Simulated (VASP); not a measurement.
A run of VASP 6.6.1:

Contents of INCAR:

```
SYSTEM = TaSiO4
PREC     = Accurate       ! precision mode
ENCUT    = 520            ! plane-wave cutoff, eV
EDIFF    = 1E-6           ! SCF threshold, eV
ISMEAR   = 0              ! smearing method
SIGMA    = 0.1            ! smearing width, eV
LREAL    = .FALSE.        ! projectors in reciprocal space
LASPH    = .TRUE.         ! aspherical terms in the spheres
NELM     = 60             ! most SCF steps
ALGO     = Normal         ! electronic algorithm
ISIF     = 2              ! what is computed and relaxed
LWAVE    = .FALSE.        ! write WAVECAR
LCHARG   = .FALSE.        ! write CHGCAR
GGA      = PE             ! functional
NBANDS   = 28             ! bands
```

Contents of KPOINTS:

```
regular mesh
0
G
  4 4 6
  0 0 0
```

The input POSCAR:

```
TaSiO4
1.0
    4.6417778800      0.0000000000      0.0000000000
    0.0000000000      4.6417778800      0.0000000000
    0.0000000000      0.0000000000      3.0356047300
Ta Si O
1 1 4
Direct
    0.0000000000      0.0000000000      0.5000000000
    0.5000000000      0.5000000000      0.0000000000
    0.6306284400      0.0000000000      0.5000000000
    0.3693715600      0.0000000000      0.5000000000
    0.0000000000      0.6306284400      0.5000000000
    0.0000000000      0.3693715600      0.5000000000
```

Potentials or basis: VASP PAW PBE potentials, release 64 (Ta_pv, Si, O).

The run is started by

```sh
$ cat potpaw_PBE.64/Ta_pv/POTCAR potpaw_PBE.64/Si/POTCAR potpaw_PBE.64/O/POTCAR > POTCAR
$ mpirun -np 1 vasp_std > vasp.out
```

Hardware: 1 thread of Intel(R) Xeon(R) 6975P-C (Granite Rapids) (shared host).

Question: Estimate the wall time of this run.

Answer: Run time: 15 s on 1 thread of Intel(R) Xeon(R) 6975P-C (Granite Rapids), on a shared host, peak memory 0.19 GiB. Counts: scf iterations 15, k points 24.
